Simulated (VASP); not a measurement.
A run of VASP 6.6.1:

INCAR

```
PREC = Accurate ; ENCUT = 500
EDIFF = 1E-6 ; ISMEAR = -1
SIGMA = 0.05 ; LREAL = False
LASPH = True ; NELM = 120
ALGO = Normal ; ISIF = 2
LWAVE = False ; LCHARG = True
GGA = PE ; LELF = True
LVHAR = True ; NBANDS = 17
GGA_COMPAT = False
```

KPOINTS

```
Automatic mesh
0
Gamma
  7 7 7
```

File POSCAR:

```
PbS
1.0
    3.6778561224      0.0000000000      0.0000000000
    0.0000000000      3.6778561224      0.0000000000
    0.0000000000      0.0000000000      3.6778561224
Pb S
1 1
Direct
    0.0000000000      0.0000000000      0.0000000000
    0.5000000000      0.5000000000      0.5000000000
```

Potentials or basis: VASP PAW PBE potentials, release 64 (Pb_d, S).

Run with:

```console
$ cat potpaw_PBE.64/Pb_d/POTCAR potpaw_PBE.64/S/POTCAR > POTCAR
$ mpirun -np 1 vasp_std > vasp.out
```

Hardware: 1 thread of Intel Xeon 8259CL, with other jobs on the host.

Problem. Estimate the wall time of this run.

Solution. Wall time 25 s on 1 thread of Intel Xeon 8259CL (shared host), peak memory 0.16 GiB. Counts: scf iterations 13, k points 20.
